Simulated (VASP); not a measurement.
Au:

```
Au
1.0
     1.41131   -2.55593    0.00000
     1.41131    2.55593    0.00000
     0.00000    0.00000    4.89317
Au
2
Cartesian
  1.4113 0.8451 1.2233
  1.4113 -0.8451 3.6699
```

Base run:

| Property | Result |
| --- | --- |
| Program | VASP 6.6.1 |
| Functional | r2SCAN |
| Potentials or basis | VASP PAW PBE potentials, release 64 (Au) |
| Cutoff | 520 eV |
| k mesh | 11 × 11 × 6 |
| Occupations | fermi-dirac, width 0.05 eV |
| Spin | no spin polarisation |

Its results: band gap on the k mesh zero (band 11 reaches 12.62 eV, above the bottom of band 12 at 6.00 eV); pressure -0.1 GPa; largest force 0.013 eV/Å.

Q: The run is repeated on the same cell with these changes: functional from r2SCAN to PBEsol; further incar settings from ALGO = Normal; EDIFF = 1e-06; NBANDS = 18 to ALGO = Normal; EDIFF = 1e-07; NBANDS = 18. What comes out?

A: Band gap on the k mesh zero (band 11 reaches 12.35 eV, above the bottom of band 12 at 6.19 eV); pressure -5.5 GPa; largest force 0.020 eV/Å.

Caveats: the PAW data sets were made with another functional, which shifts forces and pressure a little; spin-orbit coupling is left out, which moves the levels of the heavy elements.
